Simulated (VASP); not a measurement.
# Te2Mo (P6_3/mmc) in VASP: settings compared

Aim: see how the results for Te2Mo move with the level of theory and the settings. Levels: r2SCAN+D4, PBE, r2SCAN. Tasks: single point, relaxation of cell and atoms.

Program: VASP 6.6.1. These are calculated values, not measurements. Logs are shortened: lines on timing, memory, paths and dates and some standing lists are left out, and cuts for length are marked.

## Step 1: The cell of the first run

The structure is hexagonal, space group P6_3/mmc (No. 194). Conventional cell: a = 3.495 Å, b = 3.495 Å, c = 13.880 Å, α = 90.00°, β = 90.00°, γ = 120.00°. Te (site symmetry 3m) has 3 Mo at 2.70 Å and 7 Te at 3.49 to 3.58 Å within 3.6 Å. Within 3.6 Å of Mo (site symmetry -6m2) lie 6 Te at 2.70 Å and 6 Mo at 3.49 Å.

## Step 2: Single point, r2SCAN+D4

The input, POSCAR:

```
Te2Mo
1.0
    3.4945872080      0.0000000000      0.0000000000
   -1.7472936040      3.0264012979      0.0000000000
    0.0000000000      0.0000000000     13.8798146239
Te Mo
4 2
Direct
    0.6666666667      0.3333333333      0.3790000000
    0.3333333333      0.6666666667      0.8790000000
    0.6666666667      0.3333333333      0.1210000000
    0.3333333333      0.6666666667      0.6210000000
    0.6666666667      0.3333333333      0.7500000000
    0.3333333333      0.6666666667      0.2500000000
```

The input, INCAR.step1:

```
SYSTEM = Te2Mo
ALGO = Normal
EDIFF = 1E-4
ENCUT = 520
GGA = PE
ISMEAR = -1
LASPH = .True.
LCHARG = .False.
LREAL = .False.
LWAVE = .True.
NBANDS = 35
NELM = 60
PREC = Accurate
SIGMA = 0.05
```

The input, INCAR.step2:

```
SYSTEM = Te2Mo
ALGO = Normal
EDIFF = 1E-7
ENCUT = 520
ISIF = 2
ISMEAR = -1
ISTART = 1
IVDW = 13
LASPH = .True.
LCHARG = .False.
LMIXTAU = .True.
LREAL = .False.
LWAVE = .False.
METAGGA = R2SCAN
NBANDS = 35
NELM = 60
PREC = Accurate
SIGMA = 0.05
VDW_A1 = 0.51559235
VDW_A2 = 5.77342911
VDW_S6 = 1.0
VDW_S8 = 0.6018749
```

The input, KPOINTS:

```
k-points
0
Gamma
  9 9 2
  0 0 0
```

Potentials or basis: VASP PAW PBE potentials, release 64 (Te, Mo_sv).

On the command line:

```console
$ cat potpaw_PBE.64/Te/POTCAR potpaw_PBE.64/Mo_sv/POTCAR > POTCAR
$ cp INCAR.step1 INCAR
$ mpirun -np 1 vasp_std > vasp.out
$ cp INCAR.step2 INCAR
$ mpirun -np 1 vasp_std > vasp.out
```

OUTCAR:

```text
SYSTEM = Te2Mo
   EDIFF = 1E-7
   ENCUT = 520
   ISIF = 2
   ISMEAR = -1
   ISTART = 1
   IVDW = 13
   LASPH = .True.
   LREAL = .False.
   METAGGA = R2SCAN
   NELM = 60
   PREC = Accurate

 ion  position               nearest neighbor table
   1  0.667  0.333  0.379-   6 2.70   6 2.70   6 2.70   3 3.58
   2  0.333  0.667  0.879-   5 2.70   5 2.70   5 2.70   4 3.58
   3  0.667  0.333  0.121-   6 2.70   6 2.70   6 2.70   1 3.58
   4  0.333  0.667  0.621-   5 2.70   5 2.70   5 2.70   2 3.58
   5  0.667  0.333  0.750-   2 2.70   4 2.70   2 2.70   4 2.70   2 2.70   4 2.70
   6  0.333  0.667  0.250-   1 2.70   3 2.70   1 2.70   3 2.70   1 2.70   3 2.70

  LATTYP: Found a hexagonal cell.
 ALAT       =     3.4945872080
 C/A-ratio  =     3.9718037633

  Lattice vectors:

 A1 = (   3.4945872080,   0.0000000000,   0.0000000000)
 A2 = (  -1.7472936040,   3.0264012979,   0.0000000000)
 A3 = (   0.0000000000,   0.0000000000,  13.8798146239)

Analysis of symmetry for initial positions (statically):
=====================================================================
 Subroutine PRICEL returns:
 Original cell was already a primitive cell.

 Routine SETGRP: Setting up the symmetry group for a
 hexagonal supercell.

 Subroutine GETGRP returns: Found 24 space group operations
 (whereof 12 operations were pure point group operations)
 out of a pool of 24 trial point group operations.

The static configuration has the point symmetry D_3d.
 The point group associated with its full space group is D_6h.

Analysis of symmetry for dynamics (positions and initial velocities):
=====================================================================
 Subroutine PRICEL returns:
 Original cell was already a primitive cell.

 Routine SETGRP: Setting up the symmetry group for a
 hexagonal supercell.

 Subroutine GETGRP returns: Found 24 space group operations
 (whereof 12 operations were pure point group operations)
 out of a pool of 24 trial point group operations.

The dynamic configuration has the point symmetry D_3d.
 The point group associated with its full space group is D_6h.

 Subroutine INISYM returns: Found 24 space group operations
 (whereof 12 operations are pure point group operations),
 and found     1 'primitive' translations

----------------------------------------------------------------------------------------

                                     Primitive cell

  volume of cell :     146.7932

  direct lattice vectors                    reciprocal lattice vectors
     3.494587208  0.000000000  0.000000000     0.286156831  0.165212723  0.000000000
    -1.747293604  3.026401298  0.000000000     0.000000000  0.330425446  0.000000000
     0.000000000  0.000000000 13.879814624     0.000000000  0.000000000  0.072047072

  length of vectors
     3.494587208  3.494587208 13.879814624     0.330425446  0.330425446  0.072047072

  position of ions in fractional coordinates (direct lattice)
     0.666666667  0.333333333  0.379000000
     0.333333333  0.666666667  0.879000000
     0.666666667  0.333333333  0.121000000
     0.333333333  0.666666667  0.621000000
     0.666666667  0.333333333  0.750000000
     0.333333333  0.666666667  0.250000000

  ion indices of the primitive-cell ions
   primitive index   ion index
                 1           1
                 2           2
                 3           3
                 4           4
                 5           5
                 6           6

----------------------------------------------------------------------------------------

 KPOINTS: k-points

Automatic generation of k-mesh.
 Grid dimensions read from file:
 generate k-points for:    9    9    2

 Generating k-lattice:

  Cartesian coordinates                     Fractional coordinates (reciprocal lattice)
     0.031795203  0.018356969  0.000000000     0.111111111  0.000000000  0.000000000
     0.000000000  0.036713938  0.000000000     0.000000000  0.111111111  0.000000000
     0.000000000  0.000000000  0.036023536     0.000000000  0.000000000  0.500000000

  Length of vectors
     0.036713938  0.036713938  0.036023536

  Shift w.r.t. Gamma in fractional coordinates (k-lattice)
     0.000000000  0.000000000  0.000000000

 Subroutine IBZKPT returns following result:
 ===========================================

 Found     24 irreducible k-points:

 Following reciprocal coordinates:
            Coordinates               Weight
  0.000000  0.000000  0.000000      1.000000
  0.111111 -0.000000  0.000000      6.000000
  0.222222 -0.000000  0.000000      6.000000
  0.333333 -0.000000  0.000000      6.000000
  0.444444 -0.000000  0.000000      6.000000
  0.111111  0.111111  0.000000      6.000000
[... 16 lines left out ...]
  0.333333  0.222222  0.500000     12.000000
  0.333333  0.333333  0.500000      2.000000
   k-points           NKPTS =     24   k-points in BZ     NKDIM =     24   number of bands    NBANDS=     35
   number of dos      NEDOS =    301   number of ions     NIONS =      6
   total plane-waves  NPLWV =  84672
   dimension x,y,z NGX =    28 NGY =   28 NGZ =  108
   dimension x,y,z NGXF=    56 NGYF=   56 NGZF=  216
   ions per type =               4   2
   NGX,Y,Z   is equivalent  to a cutoff of  13.32, 13.32, 12.94 a.u.
   NGXF,Y,Z  is equivalent  to a cutoff of  26.64, 26.64, 25.87 a.u.
 SYSTEM =  Te2Mo
   PREC   = accura    normal or accurate (medium, high low for compatibility)
   ISTART =      1    job   : 0-new  1-cont  2-samecut
   ICHARG =      0    charge: 1-file 2-atom 10-const
   ISPIN  =      1    spin polarized calculation?
   LNONCOLLINEAR =      F non collinear calculations
   LSORBIT =      F    spin-orbit coupling
   LASPH  =      T    aspherical Exc in radial PAW
   ENCUT  =  520.0 eV  38.22 Ry    6.18 a.u.   6.50  6.50 25.81*2*pi/ulx,y,z
   NELM   =     60;   NELMIN=  2; NELMDL=  0     # of ELM steps
   EDIFF  = 0.1E-06   stopping-criterion for ELM
   LREAL  =      F    real-space projection
   EDIFFG = 0.1E-05   stopping-criterion for IOM
   NSW    =      0    number of steps for IOM
   IBRION =     -1    ionic relax: 0-MD 1-quasi-New 2-CG
   NFREE  =      0    steps in history (QN), initial steepest desc. (CG)
   ISIF   =      2    stress and relaxation
   ISYM   =      2    0-nonsym 1-usesym 2-fastsym
   POTIM  = 0.5000    time-step for ionic-motion
   TEBEG  =    0.0;   TEEND  =   0.0 temperature during run
   PSTRESS=    0.0 pullay stress
   NELECT =      52.0000    total number of electrons
   NUPDOWN=      -1.0000    fix difference up-down
   EMIN   =  10.00;   EMAX   =-10.00  energy-range for DOS
   EFERMI =   0.00;   METHOD = LEGACY
   ISMEAR =    -1;   SIGMA  =   0.05  broadening in eV -4-tet -1-fermi 0-gaus
   EFERMI_NEDOS =   21; number of points for ismear=-14 and -15
   IALGO  =     38    algorithm
   IMIX   =      4    mixing-type and parameters
     AMIX     =   0.40;   BMIX     =  1.00
     AMIX_MAG =   1.60;   BMIX_MAG =  1.00
  volume/ion in A,a.u.               =      24.47       165.10
  Fermi-wavevector in a.u.,A,eV,Ry     =   1.158352  2.188968 18.256020  1.341780
  Thomas-Fermi vector in A             =   2.294955
   LORBIT       =      0    0 simple, 1 ext, 2 COOP (PROOUT), +10 PAW based schemes
   METAGGA = R2SCAN    functional components
   LHFCALC =     F    Hartree Fock is set to
   AEXX    =    0.0000 exact exchange contribution
   IVDW    =    13    specifies the selected vdW correction
   LEPSILON=     F    determine dielectric tensor
   LRPA    =     F    only Hartree local field effects (RPA)
 non-spin polarized calculation
  energy-cutoff  :      520.00
  volume of cell :      146.79
 maximum number of plane-waves:      4012
 NGX is ok and might be reduce to    28
   NGX = 13   NGY = 13   NGZ = 51

 number of electron      51.9999995 magnetization

 Free energy of the ion-electron system (eV)
  ---------------------------------------------------
  ext. energy  EPLUGINS =         0.00000000
  ---------------------------------------------------
  free energy    TOTEN  =      -155.52047857 eV

  energy without entropy =     -155.52047013  energy(sigma->0) =     -155.52047435

 E-fermi :   8.7601     XC(G=0): -11.1316

 val. band max:        8.3527594093   @ k =   0.0000   0.0000   0.0000
 cond. band min:       9.2298714388   @ k =   0.2222   0.2222   0.0000
 fundamental gap:      0.8771120295
 Fermi energy:         8.7600946060

 k-point     1 :       0.0000    0.0000    0.0000
  band No.  band energies     occupation
      1     -54.4156      2.00000
      2     -54.4156      2.00000
      3     -27.8791      2.00000
      4     -27.8791      2.00000
      5     -27.7405      2.00000
      6     -27.7405      2.00000
[... 27 lines left out ...]
     34      11.9824      0.00000
     35      14.8350      0.00000

 k-point     2 :       0.1111   -0.0000    0.0000
  band No.  band energies     occupation
      1     -54.4142      2.00000
      2     -54.4142      2.00000
      3     -27.8749      2.00000
      4     -27.8749      2.00000
      5     -27.7589      2.00000
      6     -27.7589      2.00000
[... 27 lines left out ...]
     34      11.7923      0.00000
     35      15.3864      0.00000

 k-point     3 :       0.2222   -0.0000    0.0000
  band No.  band energies     occupation
      1     -54.4105      2.00000
      2     -54.4105      2.00000
      3     -27.8642      2.00000
      4     -27.8642      2.00000
      5     -27.8053      2.00000
      6     -27.8053      2.00000
[... 27 lines left out ...]
     34      12.1431      0.00000
     35      15.1996      0.00000
[... 723 lines left out ...]
 k-point    23 :       0.3333    0.2222    0.5000
  band No.  band energies     occupation
      1     -54.4023      2.00000
      2     -54.4023      2.00000
      3     -27.8732      2.00000
      4     -27.8732      2.00000
      5     -27.8405      2.00000
      6     -27.8405      2.00000
[... 27 lines left out ...]
     34      12.2746      0.00000
     35      13.7262      0.00000

 k-point    24 :       0.3333    0.3333    0.5000
  band No.  band energies     occupation
      1     -54.4016      2.00000
      2     -54.4016      2.00000
      3     -27.8593      2.00000
      4     -27.8593      2.00000
      5     -27.8384      2.00000
      6     -27.8384      2.00000
[... 27 lines left out ...]
     34      12.3359      0.00000
     35      13.6065      0.00000

------------------------ aborting loop because EDIFF is reached ----------------------------------------

  DFT-D4 for vdW energy calculation

  Edisp (eV):   -1.14333

  FORCE on cell =-STRESS in cart. coord.  units (eV):
  Direction    XX          YY          ZZ          XY          YZ          ZX
  --------------------------------------------------------------------------------------
  -------------------------------------------------------------------------------------
  Total       3.26852     3.26852     3.18794     0.00000     0.00000     0.00000
  in kB      35.67434    35.67434    34.79486     0.00000     0.00000     0.00000
  external pressure =       35.38 kB  Pullay stress =        0.00 kB

 VOLUME and BASIS-vectors are now :
 -----------------------------------------------------------------------------
  energy-cutoff  :      520.00
  volume of cell :      146.79
      direct lattice vectors                 reciprocal lattice vectors
     3.494587208  0.000000000  0.000000000     0.286156831  0.165212723  0.000000000
    -1.747293604  3.026401298  0.000000000     0.000000000  0.330425446  0.000000000
     0.000000000  0.000000000 13.879814624     0.000000000  0.000000000  0.072047072

 POSITION                                       TOTAL-FORCE (eV/Angst)
 -----------------------------------------------------------------------------------
      1.74729      1.00880      5.26045        -0.000000      0.000000      0.242281
     -0.00000      2.01760     12.20036         0.000000     -0.000000      0.242281
      1.74729      1.00880      1.67946        -0.000000      0.000000     -0.242281
     -0.00000      2.01760      8.61936        -0.000000     -0.000000     -0.242281
      1.74729      1.00880     10.40986         0.000000     -0.000000      0.000000
     -0.00000      2.01760      3.46995        -0.000000      0.000000      0.000000
 -----------------------------------------------------------------------------------
    total drift:                               -0.000000      0.000000     -0.000000

  FREE ENERGIE OF THE ION-ELECTRON SYSTEM (eV)
  ---------------------------------------------------
  free  energy   TOTEN  =      -156.6638076141 eV

  energy  without entropy=     -156.6637991730  energy(sigma->0) =     -156.66380339
```

It took 11 min on 1 thread of Intel Xeon Platinum 8259CL at 2.50GHz (Skylake/Cascade Lake), shared host; peak memory 0.36 GiB.

Results:

```
Free energy                : -156.6638 eV
Pressure                   : 3.5 GPa
Largest force              : 0.242 eV/Å
Band gap on the k mesh     : 0.88 eV (least direct gap 1.16 eV)
Dispersion energy per atom : -0.191 eV
```

Forces in eV/Å, atoms in the order of the input:
```
Te   0.000  0.000  0.242
Te   0.000  0.000  0.242
Te   0.000  0.000 -0.242
Te   0.000  0.000 -0.242
Mo   0.000  0.000  0.000
Mo   0.000  0.000  0.000
```

Levels at points of the mesh, in eV from the valence-band top:
| k point | band 22 | band 23 | band 24 | band 25 | band 26 | band 27 | band 28 | band 29 | band 30 | band 31 |
| --- | --- | --- | --- | --- | --- | --- | --- | --- | --- | --- |
| (0.00, 0.00, 0.00) | -1.15 | -1.15 | -1.14 | -0.41 | 0.00 | 3.09 | 3.09 | 3.23 | 3.23 | 3.35 |
| (0.00, 0.00, 0.50) | -1.17 | -1.17 | -1.17 | -0.11 | -0.11 | 3.13 | 3.13 | 3.13 | 3.13 | 3.52 |

Caveat: the cell stands under pressure; the PAW data sets were made with another functional, which shifts forces and pressure a little; spin-orbit coupling is left out, which moves the levels of the heavy elements. A k mesh can miss the band edges.

[end of part 1 of 2]

The gap in the log of VASP goes by the Fermi energy; the results here count the filled bands.